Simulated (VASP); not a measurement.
# K (Im-3m) in VASP: single point with PBEsol

Aim: the single point of K with PBEsol.

Program: VASP 6.6.1. These are calculated values, not measurements. Logs are shortened: lines on timing, memory, paths and dates and some standing lists are left out, and cuts for length are marked.

## (1) The cell of the first run

The structure is cubic, space group Im-3m (No. 229). Conventional cell: a = 5.225 Å, b = 5.225 Å, c = 5.225 Å, α = 90.00°, β = 90.00°, γ = 90.00°.

## (2) Single point, PBEsol

Input file INCAR:

```
SYSTEM = K
  PREC = Accurate
  ENCUT = 520
  EDIFF = 1E-7
  ISMEAR = -1
  SIGMA = 0.1
  LREAL = .FALSE.
  LASPH = .TRUE.
  NELM = 100
  ALGO = Normal
  ISIF = 2
  LWAVE = .FALSE.
  LCHARG = .FALSE.
  GGA = PS
  NBANDS = 20
```

Input file KPOINTS:

```
Automatic mesh
0
G
  6 6 8
  0 0 0
```

Input file POSCAR:

```
K
1.0
    0.0000000000      5.2250028616     -5.2250028616
   -5.2250028616      0.0000000000      5.2250028616
    2.6125014308      2.6125014308      2.6125014308
K
3
Direct
    0.0000000000      0.0000000000      0.0000000000
    0.3333333330      0.6666666670      0.3333333330
    0.6666666670      0.3333333330      0.6666666670
```

Potentials or basis: VASP PAW PBE potentials, release 64 (K_sv).

Command:

```console
cat potpaw_PBE.64/K_sv/POTCAR > POTCAR
mpirun -np 1 vasp_std > vasp.out
```

OUTCAR:

```text
SYSTEM = K
   PREC = Accurate
   ENCUT = 520
   EDIFF = 1E-7
   ISMEAR = -1
   LREAL = .FALSE.
   LASPH = .TRUE.
   NELM = 100
   ISIF = 2
   GGA = PS

 ion  position               nearest neighbor table
   1  0.000  0.000  0.000-
   2  0.333  0.667  0.333-
   3  0.667  0.333  0.667-

  LATTYP: Found a hexagonal cell.
 ALAT       =     7.3892699103
 C/A-ratio  =     0.6123724357

  Lattice vectors:

 A1 = (   0.0000000000,   5.2250028616,  -5.2250028616)
 A2 = (  -5.2250028616,   0.0000000000,   5.2250028616)
 A3 = (   2.6125014308,   2.6125014308,   2.6125014308)

Analysis of symmetry for initial positions (statically):
=====================================================================
 Subroutine PRICEL returns following result:

  LATTYP: Found a body centered cubic cell.
 ALAT       =     5.2250028581

  Lattice vectors:

 A1 = (  -2.6125014360,   2.6125014256,  -2.6125014256)
 A2 = (  -2.6125014282,  -2.6125014282,   2.6125014282)
 A3 = (   2.6125014308,   2.6125014308,   2.6125014308)

   3 primitive cells build up your supercell.

 Routine SETGRP: Setting up the symmetry group for a
 hexagonal supercell.

 Subroutine GETGRP returns: Found 12 space group operations
 (whereof 12 operations were pure point group operations)
 out of a pool of 24 trial point group operations.

The static configuration has the point symmetry D_3d.

Analysis of symmetry for dynamics (positions and initial velocities):
=====================================================================
 Subroutine PRICEL returns following result:

  LATTYP: Found a body centered cubic cell.
 ALAT       =     5.2250028581

  Lattice vectors:

 A1 = (  -2.6125014360,   2.6125014256,  -2.6125014256)
 A2 = (  -2.6125014282,  -2.6125014282,   2.6125014282)
 A3 = (   2.6125014308,   2.6125014308,   2.6125014308)

   3 primitive cells build up your supercell.

 Routine SETGRP: Setting up the symmetry group for a
 hexagonal supercell.

 Subroutine GETGRP returns: Found 12 space group operations
 (whereof 12 operations were pure point group operations)
 out of a pool of 24 trial point group operations.

The dynamic configuration has the point symmetry D_3d.

 Subroutine INISYM returns: Found 12 space group operations
 (whereof 12 operations are pure point group operations),
 and found     3 'primitive' translations

----------------------------------------------------------------------------------------

                                     Primitive cell

  volume of cell :      71.3230

  direct lattice vectors                    reciprocal lattice vectors
    -2.612501436  2.612501426 -2.612501426    -0.191387455  0.191387455  0.000000000
    -2.612501428 -2.612501428  2.612501428    -0.191387455 -0.000000000  0.191387455
     2.612501431  2.612501431  2.612501431     0.000000000  0.191387455  0.191387455

  length of vectors
     4.524985210  4.524985208  4.524985213     0.270662735  0.270662735  0.270662735

  position of ions in fractional coordinates (direct lattice)
     0.000000000  0.000000000  0.000000000

  ion indices of the primitive-cell ions
   primitive index   ion index
                 1           1

----------------------------------------------------------------------------------------

 KPOINTS: Automatic mesh

Automatic generation of k-mesh.
 Grid dimensions read from file:
 generate k-points for:    6    6    8

 Generating k-lattice:

  Cartesian coordinates                     Fractional coordinates (reciprocal lattice)
    -0.010632636  0.021265273 -0.010632636     0.166666667  0.000000000  0.000000000
    -0.021265273  0.010632636  0.010632636     0.000000000  0.166666667  0.000000000
     0.015948955  0.015948955  0.015948955     0.000000000  0.000000000  0.125000000

  Length of vectors
     0.026044534  0.026044534  0.027624400

  Shift w.r.t. Gamma in fractional coordinates (k-lattice)
     0.000000000  0.000000000  0.000000000

 Subroutine IBZKPT returns following result:
 ===========================================

 Found     44 irreducible k-points:

 Following reciprocal coordinates:
            Coordinates               Weight
  0.000000  0.000000  0.000000      1.000000
  0.166667  0.000000  0.000000      6.000000
  0.333333  0.000000  0.000000      6.000000
  0.500000  0.000000  0.000000      3.000000
  0.166667  0.166667  0.000000      6.000000
  0.333333  0.166667 -0.000000     12.000000
[... 16 lines left out ...]
  0.500000  0.000000  0.250000      6.000000
  0.166667  0.166667  0.250000     12.000000
 [... further k-points ...]
   k-points           NKPTS =     44   k-points in BZ     NKDIM =     44   number of bands    NBANDS=     20
   number of dos      NEDOS =    301   number of ions     NIONS =      3
   total plane-waves  NPLWV = 112896
   dimension x,y,z NGX =    56 NGY =   56 NGZ =   36
   dimension x,y,z NGXF=   112 NGYF=  112 NGZF=   72
   ions per type =               3
   NGX,Y,Z   is equivalent  to a cutoff of  12.60, 12.60, 13.23 a.u.
   NGXF,Y,Z  is equivalent  to a cutoff of  25.20, 25.20, 26.45 a.u.
 SYSTEM =  K
   PREC   = accura    normal or accurate (medium, high low for compatibility)
   ISTART =      0    job   : 0-new  1-cont  2-samecut
   ICHARG =      2    charge: 1-file 2-atom 10-const
   ISPIN  =      1    spin polarized calculation?
   LNONCOLLINEAR =      F non collinear calculations
   LSORBIT =      F    spin-orbit coupling
   LASPH  =      T    aspherical Exc in radial PAW
   ENCUT  =  520.0 eV  38.22 Ry    6.18 a.u.  13.74 13.74  8.41*2*pi/ulx,y,z
   NELM   =    100;   NELMIN=  2; NELMDL= -5     # of ELM steps
   EDIFF  = 0.1E-06   stopping-criterion for ELM
   LREAL  =      F    real-space projection
   EDIFFG = 0.1E-05   stopping-criterion for IOM
   NSW    =      0    number of steps for IOM
   IBRION =     -1    ionic relax: 0-MD 1-quasi-New 2-CG
   NFREE  =      0    steps in history (QN), initial steepest desc. (CG)
   ISIF   =      2    stress and relaxation
   ISYM   =      2    0-nonsym 1-usesym 2-fastsym
   POTIM  = 0.5000    time-step for ionic-motion
   TEBEG  =    0.0;   TEEND  =   0.0 temperature during run
   PSTRESS=    0.0 pullay stress
   NELECT =      27.0000    total number of electrons
   NUPDOWN=      -1.0000    fix difference up-down
   EMIN   =  10.00;   EMAX   =-10.00  energy-range for DOS
   EFERMI =   0.00;   METHOD = LEGACY
   ISMEAR =    -1;   SIGMA  =   0.10  broadening in eV -4-tet -1-fermi 0-gaus
   EFERMI_NEDOS =   21; number of points for ismear=-14 and -15
   IALGO  =     38    algorithm
   IMIX   =      4    mixing-type and parameters
     AMIX     =   0.40;   BMIX     =  1.00
     AMIX_MAG =   1.60;   BMIX_MAG =  1.00
  volume/ion in A,a.u.               =      71.32       481.31
  Fermi-wavevector in a.u.,A,eV,Ry     =   0.821131  1.551713  9.173812  0.674256
  Thomas-Fermi vector in A             =   1.932236
   LORBIT       =      0    0 simple, 1 ext, 2 COOP (PROOUT), +10 PAW based schemes
   GGA     = PS    functional components
   LHFCALC =     F    Hartree Fock is set to
   AEXX    =    0.0000 exact exchange contribution
   IVDW    =     0    specifies the selected vdW correction
   LEPSILON=     F    determine dielectric tensor
   LRPA    =     F    only Hartree local field effects (RPA)
 non-spin polarized calculation
  energy-cutoff  :      520.00
  volume of cell :      213.97
 maximum number of plane-waves:      5819
 NGX is ok and might be reduce to    56
   NGX = 27   NGY = 27   NGZ = 17

 number of electron      26.9999999 magnetization

 Free energy of the ion-electron system (eV)
  ---------------------------------------------------
  ext. energy  EPLUGINS =         0.00000000
  ---------------------------------------------------
  free energy    TOTEN  =        -3.43522205 eV

  energy without entropy =       -3.35604928  energy(sigma->0) =       -3.39563567

 E-fermi :  -0.0980     XC(G=0):  -5.7733

 val. band max:       -0.1088948223   @ k =   0.3333   0.0000   0.2500
 cond. band min:      -0.0689920405   @ k =   0.1667   0.1667   0.0000
 fundamental gap:      0.0399027818
 Fermi energy:        -0.0980230532

 k-point     1 :       0.0000    0.0000    0.0000
  band No.  band energies     occupation
      1     -32.0740      2.00000
      2     -32.0686      2.00000
      3     -32.0686      2.00000
      4     -15.6344      2.00000
      5     -15.6344      2.00000
      6     -15.6344      2.00000
[... 12 lines left out ...]
     19       1.5262      0.00000
     20       4.2252      0.00000

 k-point     2 :       0.1667    0.0000    0.0000
  band No.  band energies     occupation
      1     -32.0736      2.00000
      2     -32.0688      2.00000
      3     -32.0687      2.00000
      4     -15.6467      2.00000
      5     -15.6437      2.00000
      6     -15.6205      2.00000
[... 12 lines left out ...]
     19       2.2077      0.00000
     20       4.0582      0.00000

 k-point     3 :       0.3333    0.0000    0.0000
  band No.  band energies     occupation
      1     -32.0725      2.00000
      2     -32.0697      2.00000
      3     -32.0690      2.00000
      4     -15.6552      2.00000
      5     -15.6414      2.00000
      6     -15.6099      2.00000
[... 12 lines left out ...]
     19       2.8592      0.00000
     20       3.4775      0.00000

 k-point     4 :       0.5000    0.0000    0.0000
  band No.  band energies     occupation
      1     -32.0710      2.00000
      2     -32.0710      2.00000
      3     -32.0692      2.00000
      4     -15.6582      2.00000
      5     -15.6271      2.00000
      6     -15.6271      2.00000
[... 12 lines left out ...]
     19       3.0748      0.00000
     20       3.1411      0.00000

 k-point     5 :       0.1667    0.1667    0.0000
  band No.  band energies     occupation
      1     -32.0728      2.00000
      2     -32.0692      2.00000
      3     -32.0692      2.00000
      4     -15.6485      2.00000
      5     -15.6485      2.00000
      6     -15.6112      2.00000
[... 12 lines left out ...]
     19       2.6404      0.00000
     20       3.5884      0.00000
[... 353 lines left out ...]
      6     -15.6209      2.00000
[... 12 lines left out ...]
     19       2.8880      0.00000
     20       3.1000      0.00000

 k-point    22 :       0.0000    0.3333    0.2500
  band No.  band energies     occupation
      1     -32.0711      2.00000
      2     -32.0687      2.00000
      3     -32.0680      2.00000
      4     -15.6419      2.00000
      5     -15.6336      2.00000
      6     -15.6274      2.00000
[... 12 lines left out ...]
     19       2.5972      0.00000
     20       3.2095      0.00000

 k-point    23 :       0.5000    0.0000    0.2500
  band No.  band energies     occupation
      1     -32.0702      2.00000
      2     -32.0694      2.00000
      3     -32.0683      2.00000
      4     -15.6479      2.00000
      5     -15.6400      2.00000
      6     -15.6223      2.00000
[... 12 lines left out ...]
     19       2.7775      0.00000
     20       2.8820      0.00000

 k-point    24 :       0.1667    0.1667    0.2500
  band No.  band energies     occupation
      1     -32.0713      2.00000
      2     -32.0690      2.00000
      3     -32.0676      2.00000
      4     -15.6435      2.00000
      5     -15.6414      2.00000
      6     -15.6202      2.00000
[... 12 lines left out ...]
     19       2.8863      0.00000
     20       3.2622      0.00000

 [... further k-points ...]
[... 5 lines left out ...]
  --------------------------------------------------------------------------------------
  -------------------------------------------------------------------------------------
  Total       -0.0257686     -0.0257686     -0.0257686      0.0045122      0.0045122      0.0045122
  in kB       -0.1929527     -0.1929527     -0.1929527      0.0337870      0.0337870      0.0337870
  external PRESSURE =      -0.1929527 kB  Pullay stress =       0.0000000 kB

 VOLUME and BASIS-vectors are now :
 -----------------------------------------------------------------------------
  energy-cutoff  :      520.00
  volume of cell :      213.97
      direct lattice vectors                 reciprocal lattice vectors
     0.000000000  5.225002862 -5.225002862    -0.063795818  0.127591637 -0.063795818
    -5.225002862  0.000000000  5.225002862    -0.127591637  0.063795818  0.063795818
     2.612501431  2.612501431  2.612501431     0.127591637  0.127591637  0.127591637

 POSITION                                       TOTAL-FORCE (eV/Angst)
 -----------------------------------------------------------------------------------
      0.00000      0.00000      0.00000         0.000000      0.000000      0.000000
     -2.61250      2.61250      2.61250        -0.000000     -0.000000      0.000000
      0.00000      5.22500     -0.00000         0.000000      0.000000     -0.000000
 -----------------------------------------------------------------------------------
    total drift:                               -0.000000      0.000000      0.000000

  FREE ENERGIE OF THE ION-ELECTRON SYSTEM (eV)
  ---------------------------------------------------
  free  energy   TOTEN  =        -3.4352220471 eV

  energy  without entropy=       -3.3560492842  energy(sigma->0) =       -3.39563567
```

Wall time 2 min (1 thread of Intel Xeon Platinum 8259CL at 2.50GHz (Skylake/Cascade Lake), shared host); peak memory 0.39 GiB.

What came out:

```
Free energy : -3.4352 eV
Pressure    : 0.0 GPa
```

Levels at points of the mesh, in eV from the Fermi level:
```csv
k point,band 10,band 11,band 12,band 13,band 14,band 15,band 16,band 17
"(0.00, 0.00, 0.00)",-15.48,-15.48,-15.48,-2.21,1.21,1.21,1.21,1.21
"(0.50, 0.00, 0.00)",-15.49,-15.49,-15.48,-1.18,-1.18,0.44,0.70,2.84
"(0.00, 0.00, 0.50)",-15.50,-15.50,-15.50,-0.25,-0.25,1.66,1.66,2.27
"(0.50, 0.00, 0.50)",-15.50,-15.50,-15.48,0.44,0.56,0.56,0.70,1.70
```

Caveat: the PAW data sets were made with another functional, which shifts forces and pressure a little.
